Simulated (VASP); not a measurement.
# W (I4/mmm) in VASP: notebook

Runs on W. Level: PBEsol. Tasks: single point.

Everything below comes from runs of VASP 6.6.1. Logs are shortened: lines on timing, memory, paths and dates and some standing lists are left out, and cuts for length are marked.

### 1 The cell of the first run

The structure is tetragonal, space group I4/mmm (No. 139). Conventional cell: a = 3.154 Å, b = 3.154 Å, c = 3.430 Å, α = 90.00°, β = 90.00°, γ = 90.00°. W (site symmetry 4/mmm) has 14 W at 2.81 to 3.43 Å within 3.7 Å.

### 2 Single point, PBEsol (strain +0.0875 x Voigt [0, 1, 0, 0, 0, 0])

File INCAR:

```
PREC = Accurate
ENCUT = 520
EDIFF = 1E-7
ISMEAR = 0
SIGMA = 0.15
LREAL = F
LASPH = T
NELM = 100
ALGO = Fast
ISIF = 2
LWAVE = F
LCHARG = F
GGA = PS
NBANDS = 13
```

File KPOINTS:

```
regular mesh
0
Gamma
  26 26 26
```

File POSCAR:

```
W
1.0
   -1.5771801398      1.7151834020      1.5771801398
    1.5771801398     -1.7151834020      1.5771801398
    1.5771801398      1.7151834020     -1.5771801398
W
1
Direct
    0.0000000000      0.0000000000      0.0000000000
```

Potentials or basis: VASP PAW PBE potentials, release 64 (W_sv).

Run with:

```console
$ cat potpaw_PBE.64/W_sv/POTCAR > POTCAR
$ mpirun -np 1 vasp_std > vasp.out
```

OUTCAR:

```text
PREC = Accurate
   ENCUT = 520
   EDIFF = 1E-7
   ISMEAR = 0
   LREAL = F
   LASPH = T
   NELM = 100
   ISIF = 2
   GGA = PS

 ion  position               nearest neighbor table
   1  0.000  0.000  0.000-

  LATTYP: Found a body centered tetragonal cell.
 ALAT       =     3.1543602796
 C/A-ratio  =     1.0875000000

  Lattice vectors:

 A1 = (  -1.5771801398,  -1.7151834020,   1.5771801398)
 A2 = (   1.5771801398,  -1.7151834020,  -1.5771801398)
 A3 = (   1.5771801398,   1.7151834020,   1.5771801398)

Analysis of symmetry for initial positions (statically):
=====================================================================
 Subroutine PRICEL returns:
 Original cell was already a primitive cell.

 Routine SETGRP: Setting up the symmetry group for a
 body centered tetragonal supercell.

 Subroutine GETGRP returns: Found 16 space group operations
 (whereof 16 operations were pure point group operations)
 out of a pool of 16 trial point group operations.

The static configuration has the point symmetry D_4h.

Analysis of symmetry for dynamics (positions and initial velocities):
=====================================================================
 Subroutine PRICEL returns:
 Original cell was already a primitive cell.

 Routine SETGRP: Setting up the symmetry group for a
 body centered tetragonal supercell.

 Subroutine GETGRP returns: Found 16 space group operations
 (whereof 16 operations were pure point group operations)
 out of a pool of 16 trial point group operations.

The dynamic configuration has the point symmetry D_4h.

 Subroutine INISYM returns: Found 16 space group operations
 (whereof 16 operations are pure point group operations),
 and found     1 'primitive' translations

----------------------------------------------------------------------------------------

                                     Primitive cell

  volume of cell :      17.0661

  direct lattice vectors                    reciprocal lattice vectors
    -1.577180140  1.715183402  1.577180140     0.000000000  0.291514015  0.317021491
     1.577180140 -1.715183402  1.577180140     0.317021491  0.000000000  0.317021491
     1.577180140  1.715183402 -1.577180140     0.317021491  0.291514015  0.000000000

  length of vectors
     2.813689480  2.813689480  2.813689480     0.430677428  0.448336093  0.430677428

  position of ions in fractional coordinates (direct lattice)
     0.000000000  0.000000000  0.000000000

  ion indices of the primitive-cell ions
   primitive index   ion index
                 1           1

----------------------------------------------------------------------------------------

 KPOINTS: regular mesh

Automatic generation of k-mesh.
 Grid dimensions read from file:
 generate k-points for:   26   26   26

 Generating k-lattice:

  Cartesian coordinates                     Fractional coordinates (reciprocal lattice)
     0.000000000  0.011212078  0.012193134     0.038461538 -0.000000000  0.000000000
     0.012193134  0.000000000  0.012193134     0.000000000  0.038461538  0.000000000
     0.012193134  0.011212078  0.000000000     0.000000000 -0.000000000  0.038461538

  Length of vectors
     0.016564516  0.017243696  0.016564516

  Shift w.r.t. Gamma in fractional coordinates (k-lattice)
     0.000000000  0.000000000  0.000000000

 Subroutine IBZKPT returns following result:
 ===========================================

 Found   1330 irreducible k-points:

 Following reciprocal coordinates:
            Coordinates               Weight
  0.000000  0.000000  0.000000      1.000000
  0.038462 -0.000000  0.000000      8.000000
  0.076923 -0.000000  0.000000      8.000000
  0.115385 -0.000000  0.000000      8.000000
  0.153846 -0.000000  0.000000      8.000000
  0.192308 -0.000000  0.000000      8.000000
[... 16 lines left out ...]
  0.307692  0.038462  0.000000     16.000000
  0.346154  0.038462  0.000000     16.000000
 [... further k-points ...]
   k-points           NKPTS =   1330   k-points in BZ     NKDIM =   1330   number of bands    NBANDS=     13
   number of dos      NEDOS =    301   number of ions     NIONS =      1
   total plane-waves  NPLWV =  13824
   dimension x,y,z NGX =    24 NGY =   24 NGZ =   24
   dimension x,y,z NGXF=    48 NGYF=   48 NGZF=   48
   ions per type =               1
   NGX,Y,Z   is equivalent  to a cutoff of  14.18, 14.18, 14.18 a.u.
   NGXF,Y,Z  is equivalent  to a cutoff of  28.36, 28.36, 28.36 a.u.
 SYSTEM =  unknown system
   PREC   = accura    normal or accurate (medium, high low for compatibility)
   ISTART =      0    job   : 0-new  1-cont  2-samecut
   ICHARG =      2    charge: 1-file 2-atom 10-const
   ISPIN  =      1    spin polarized calculation?
   LNONCOLLINEAR =      F non collinear calculations
   LSORBIT =      F    spin-orbit coupling
   LASPH  =      T    aspherical Exc in radial PAW
   ENCUT  =  520.0 eV  38.22 Ry    6.18 a.u.   5.23  5.23  5.23*2*pi/ulx,y,z
   NELM   =    100;   NELMIN=  2; NELMDL= -5     # of ELM steps
   EDIFF  = 0.1E-06   stopping-criterion for ELM
   LREAL  =      F    real-space projection
   EDIFFG = 0.1E-05   stopping-criterion for IOM
   NSW    =      0    number of steps for IOM
   IBRION =     -1    ionic relax: 0-MD 1-quasi-New 2-CG
   NFREE  =      0    steps in history (QN), initial steepest desc. (CG)
   ISIF   =      2    stress and relaxation
   ISYM   =      2    0-nonsym 1-usesym 2-fastsym
   POTIM  = 0.5000    time-step for ionic-motion
   TEBEG  =    0.0;   TEEND  =   0.0 temperature during run
   PSTRESS=    0.0 pullay stress
   NELECT =      14.0000    total number of electrons
   NUPDOWN=      -1.0000    fix difference up-down
   EMIN   =  10.00;   EMAX   =-10.00  energy-range for DOS
   EFERMI =   0.00;   METHOD = LEGACY
   ISMEAR =     0;   SIGMA  =   0.15  broadening in eV -4-tet -1-fermi 0-gaus
   EFERMI_NEDOS =   21; number of points for ismear=-14 and -15
   IALGO  =     68    algorithm
   IMIX   =      4    mixing-type and parameters
     AMIX     =   0.40;   BMIX     =  1.00
     AMIX_MAG =   1.60;   BMIX_MAG =  1.00
  volume/ion in A,a.u.               =      17.07       115.17
  Fermi-wavevector in a.u.,A,eV,Ry     =   1.532521  2.896045 31.954927  2.348621
  Thomas-Fermi vector in A             =   2.639716
   LORBIT       =      0    0 simple, 1 ext, 2 COOP (PROOUT), +10 PAW based schemes
   GGA     = PS    functional components
   LHFCALC =     F    Hartree Fock is set to
   AEXX    =    0.0000 exact exchange contribution
   IVDW    =     0    specifies the selected vdW correction
   LEPSILON=     F    determine dielectric tensor
   LRPA    =     F    only Hartree local field effects (RPA)
 non-spin polarized calculation
 RMM-DIIS sequential band-by-band and
 Gauss-broadening in eV      SIGMA  =   0.15
  energy-cutoff  :      520.00
  volume of cell :       17.07
 maximum number of plane-waves:       476
 NGX is ok and might be reduce to    24
   NGX = 11   NGY = 11   NGZ = 11

 number of electron      14.0000001 magnetization

 Free energy of the ion-electron system (eV)
  ---------------------------------------------------
  ext. energy  EPLUGINS =         0.00000000
  ---------------------------------------------------
  free energy    TOTEN  =       -13.64475448 eV

  energy without entropy =      -13.63891328  energy(sigma->0) =      -13.64183388

 E-fermi :  10.2209     XC(G=0): -13.3468

 val. band max:       10.2145764045   @ k =   0.2692  -0.2308   0.1154
 cond. band min:      10.2213765064   @ k =   0.2308  -0.2308   0.1154
 fundamental gap:      0.0068001019
 Fermi energy:        10.2208758114

 k-point     1 :       0.0000    0.0000    0.0000
  band No.  band energies     occupation
      1     -64.0093      2.00000
      2     -27.6762      2.00000
      3     -27.6568      2.00000
      4     -27.6568      2.00000
      5       1.0007      2.00000
      6       8.8762      2.00000
      7       8.8762      2.00000
      8       9.8205      1.99984
      9      11.5955      0.00000
     10      12.8300      0.00000
     11      23.7171      0.00000
     12      25.1740      0.00000
     13      25.1740      0.00000

 k-point     2 :       0.0385   -0.0000    0.0000
  band No.  band energies     occupation
      1     -64.0080      2.00000
      2     -27.6866      2.00000
      3     -27.6622      2.00000
      4     -27.6613      2.00000
      5       1.0652      2.00000
      6       8.8715      2.00000
      7       8.8940      2.00000
      8       9.8264      1.99980
      9      11.5591      0.00000
     10      12.8021      0.00000
     11      23.8354      0.00000
     12      25.2506      0.00000
     13      25.2827      0.00000

 k-point     3 :       0.0769   -0.0000    0.0000
  band No.  band energies     occupation
      1     -64.0039      2.00000
      2     -27.7295      2.00000
      3     -27.6745      2.00000
      4     -27.6655      2.00000
      5       1.2558      2.00000
      6       8.8515      2.00000
      7       8.9192      2.00000
      8       9.8756      1.99887
      9      11.4623      0.00000
     10      12.7321      0.00000
     11      24.1531      0.00000
     12      25.4641      0.00000
     13      25.6044      0.00000

 k-point     4 :       0.1154   -0.0000    0.0000
  band No.  band energies     occupation
      1     -63.9975      2.00000
      2     -27.8022      2.00000
      3     -27.6957      2.00000
      4     -27.6661      2.00000
      5       1.5629      2.00000
      6       8.8014      2.00000
      7       8.8856      2.00000
      8      10.0423      1.90780
      9      11.3423      0.00000
     10      12.6481      0.00000
     11      24.5580      0.00000
     12      25.7585      0.00000
     13      26.1266      0.00000

 k-point     5 :       0.1538   -0.0000    0.0000
  band No.  band energies     occupation
      1     -63.9890      2.00000
      2     -27.8977      2.00000
      3     -27.7235      2.00000
      4     -27.6663      2.00000
      5       1.9699      2.00000
      6       8.7084      2.00000
      7       8.7629      2.00000
      8      10.3677      0.16625
      9      11.2505      0.00000
     10      12.5753      0.00000
     11      24.8513      0.00000
     12      26.0398      0.00000
     13      26.8311      0.00000
[... 257 lines left out ...]
 k-point    22 :       0.2692    0.0385    0.0000
  band No.  band energies     occupation
      1     -63.9499      2.00000
      2     -28.3170      2.00000
      3     -27.8471      2.00000
      4     -27.6753      2.00000
      5       3.7488      2.00000
      6       8.0226      2.00000
      7       8.4089      2.00000
      8      11.3307      0.00000
      9      12.4698      0.00000
     10      12.7644      0.00000
     11      23.5536      0.00000
     12      24.6867      0.00000
     13      30.1682      0.00000

 k-point    23 :       0.3077    0.0385    0.0000
  band No.  band energies     occupation
      1     -63.9393      2.00000
      2     -28.4266      2.00000
      3     -27.8817      2.00000
      4     -27.6749      2.00000
      5       4.0981      2.00000
      6       7.8277      2.00000
      7       8.6135      2.00000
      8      11.4053      0.00000
      9      12.8634      0.00000
     10      13.2681      0.00000
     11      22.7595      0.00000
     12      23.7088      0.00000
     13      30.3866      0.00000

 k-point    24 :       0.3462    0.0385    0.0000
  band No.  band energies     occupation
      1     -63.9300      2.00000
      2     -28.5216      2.00000
      3     -27.9121      2.00000
      4     -27.6742      2.00000
      5       4.3106      2.00000
      6       7.6617      2.00000
      7       8.9991      2.00000
      8      11.4787      0.00000
      9      13.0111      0.00000
     10      14.0252      0.00000
     11      21.8674      0.00000
     12      22.9191      0.00000
     13      29.1012      0.00000

 [... further k-points ...]

------------------------ aborting loop because EDIFF is reached ----------------------------------------

  FORCE on cell =-STRESS in cart. coord.  units (eV):
  Direction    XX          YY          ZZ          XY          YZ          ZX
  --------------------------------------------------------------------------------------
  -------------------------------------------------------------------------------------
  Total       -1.5885067     -3.7019231     -1.5885067      0.0000000      0.0000000      0.0000000
  in kB     -149.1305026   -347.5400145   -149.1305026      0.0000000      0.0000000      0.0000000
  external PRESSURE =    -215.2670066 kB  Pullay stress =       0.0000000 kB

 VOLUME and BASIS-vectors are now :
 -----------------------------------------------------------------------------
  energy-cutoff  :      520.00
  volume of cell :       17.07
      direct lattice vectors                 reciprocal lattice vectors
    -1.577180140  1.715183402  1.577180140     0.000000000  0.291514015  0.317021491
     1.577180140 -1.715183402  1.577180140     0.317021491  0.000000000  0.317021491
     1.577180140  1.715183402 -1.577180140     0.317021491  0.291514015  0.000000000

 POSITION                                       TOTAL-FORCE (eV/Angst)
 -----------------------------------------------------------------------------------
      0.00000      0.00000      0.00000         0.000000      0.000000      0.000000
 -----------------------------------------------------------------------------------
    total drift:                                0.000000      0.000000      0.000000

  FREE ENERGIE OF THE ION-ELECTRON SYSTEM (eV)
  ---------------------------------------------------
  free  energy   TOTEN  =       -13.6447544762 eV

  energy  without entropy=      -13.6389132796  energy(sigma->0) =      -13.64183388
```

It took 3 min on 1 thread of Intel Xeon Platinum 8488C (Sapphire Rapids), shared host; peak memory 0.38 GiB.

Results:

| Property | Result |
| --- | --- |
| Free energy | -13.6448 eV |
| Pressure | -21.5 GPa |
| Band gap on the k mesh | zero (band 7 reaches 14.70 eV, above the bottom of band 8 at 9.40 eV) |

Stress tensor (GPa, compression positive):
```
-14.91   0.00   0.00
  0.00 -34.75   0.00
  0.00   0.00 -14.91
```

Caveat: the cell differs from its parent crystal (strain +0.0875 x Voigt [0, 1, 0, 0, 0, 0]); the PAW data sets were made with another functional, which shifts forces and pressure a little; spin-orbit coupling is left out, which moves the levels of the heavy elements.

[end of part 1 of 2]
